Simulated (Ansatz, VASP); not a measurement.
Al2O3 in VASP and in Ansatz

The input INCAR:

```
SYSTEM = Al2O3
ALGO = Normal
EDIFF = 1E-6
EDIFFG = -0.01
ENCUT = 600
GGA = PS
IBRION = 2
ISIF = 3
ISMEAR = -1
IVDW = 12
LASPH = .TRUE.
LCHARG = .FALSE.
LREAL = .FALSE.
LWAVE = .FALSE.
NELM = 80
NSW = 60
PREC = Accurate
SIGMA = 0.05
```

The input KPOINTS:

```
k-points
0
G
  10 10 4
  0 0 0
```

The input POSCAR:

```
Al2O3
1.0
    3.0174825440      0.0000000000      0.0000000000
   -1.5087412720      2.6132165386      0.0000000000
    0.0000000000      0.0000000000      7.5746360022
Al O
2 3
Direct
    0.0000000000      0.0000000000      0.7220490000
    0.0000000000      0.0000000000      0.2779510000
    0.0000000000      0.0000000000      0.5000000000
    0.6666666667      0.3333333333      0.8005460000
    0.3333333333      0.6666666667      0.1994540000
```

The input input.yaml:

```yaml
crystal:
  lattice:
    - [3.017482544, 0.0, 0.0]
    - [-1.508741272, 2.6132165386, 0.0]
    - [0.0, 0.0, 7.5746360022]
  atoms:
    - { symbol: Al, position: [0.0, 0.0, 0.722049] }
    - { symbol: Al, position: [0.0, 0.0, 0.277951] }
    - { symbol: O, position: [0.0, 0.0, 0.5] }
    - { symbol: O, position: [0.6666666667, 0.3333333333, 0.800546] }
    - { symbol: O, position: [0.3333333333, 0.6666666667, 0.199454] }
hamiltonian:
  xc: pbesol
  pseudopotentials: { kind: paw }
  dispersion: d3bj
kpoints:
  mp_grid: { grid: [10, 10, 4] }
scf:
  occupations: { method: fermi_dirac, width: 0.05 }
output:
  forces: true
  stress: true
  eigenvalues: true
relax:
  f_tol: 0.01
  max_steps: 40
  cell: { stress_tol: 0.05 }
```

Alike in both runs: task relaxation of cell and atoms; functional PBEsol; dispersion D3(BJ); k mesh 10 × 10 × 4; occupations fermi-dirac, width 0.05 eV; no spin polarisation.

```csv
,VASP,Ansatz
version,VASP 6.6.1,Ansatz 0.2.0
potentials or method,"VASP PAW PBE potentials, release 64 (Al, O)",Ansatz PAW
plane-wave cutoff (eV),600,420
valence electrons in the cell,24,24
```

VASP gave:

- gap on the k mesh at the Fermi level, each at its own relaxed structure (eV): 2.38
- relaxed volume (Å³/atom): 11.15
- relaxed cell length with the largest relative difference (Å): 7.276

What did Ansatz give for the same quantities?

gap on the k mesh at the Fermi level, each at its own relaxed structure (eV): 2.41; relaxed volume (Å³/atom): 11.22; relaxed cell length with the largest relative difference (Å): 7.314.

VASP's potentials were made for PBE, not for PBEsol.

Noted on Ansatz's run: the plane-wave basis is chosen anew once the cell has moved, so the energies of steps on either side of that aren't comparable.
